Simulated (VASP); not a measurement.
Write the native input for VASP 6.6.1 that does the following.

| Property | Result |
| --- | --- |
| Task | relaxation of cell and atoms |
| Functional | PBEsol |
| Potentials or basis | VASP PAW PBE potentials, release 64 (I) |
| Cutoff | 600 eV |
| k mesh | 7 × 7 × 3 |
| Occupations | fermi-dirac, width 0.05 eV |
| Spin | no spin polarisation |
| Dipole correction | no |
| Further INCAR settings | ALGO = Normal; EDIFF = 1e-07; IBRION = 2; EDIFFG = -0.02; NSW = 80; ISIF = 3 |

The structure of I lies in POSCAR:

```
I
1.0
    3.6350350000     -2.3950200000      0.0000000000
    3.6350350000      2.3950200000      0.0000000000
    0.0000000000      0.0000000000      9.7934400000
I
4
Direct
    0.6493000000      0.3507000000      0.3844000000
    0.1493000000      0.8507000000      0.1156000000
    0.3507000000      0.6493000000      0.6156000000
    0.8507000000      0.1493000000      0.8844000000
```

These files were run (other wordings do the same):

INCAR

```
  PREC = Accurate
  ENCUT = 600
  EDIFF = 1E-7
  ISMEAR = -1
  SIGMA = 0.05
  LREAL = False
  LASPH = True
  NELM = 60
  ALGO = Normal
  ISIF = 3
  LWAVE = False
  LCHARG = False
  GGA = PS
  IBRION = 2
  NSW = 80
  EDIFFG = -0.02
```

KPOINTS

```
Automatic mesh
0
Gamma
  7 7 3
```

Potentials or basis: VASP PAW PBE potentials, release 64 (I).

The run is started by

```console
$ cat potpaw_PBE.64/I/POTCAR > POTCAR
$ mpirun -np 1 vasp_std > vasp.out
```

It gave:

* Relaxed volume: 39.64 Å³/atom
* Relaxed cell: a = 4.341 Å, b = 4.341 Å, c = 9.671 Å, α = 90.00°, β = 90.00°, γ = 60.47°
* Space group after relaxing (to 0.1 Å): Cmce (No. 64)
* Energy gained by relaxing: 48.4 meV/atom
* Ionic steps: 17
* Pressure after relaxing: 0.0 GPa
* Largest force after relaxing: 0.018 eV/Å
* Band gap on the k mesh: 0.78 eV (least direct gap 1.05 eV)

Caveat: this functional lacks dispersion, which holds the molecules together, so the pressure and a relaxed volume are unreliable; the PAW data sets were made with another functional, which shifts forces and pressure a little; spin-orbit coupling is left out, which moves the levels of the heavy elements.

Wall time 18 min on 1 thread of Intel Xeon 8259CL (shared host), peak memory 0.39 GiB.
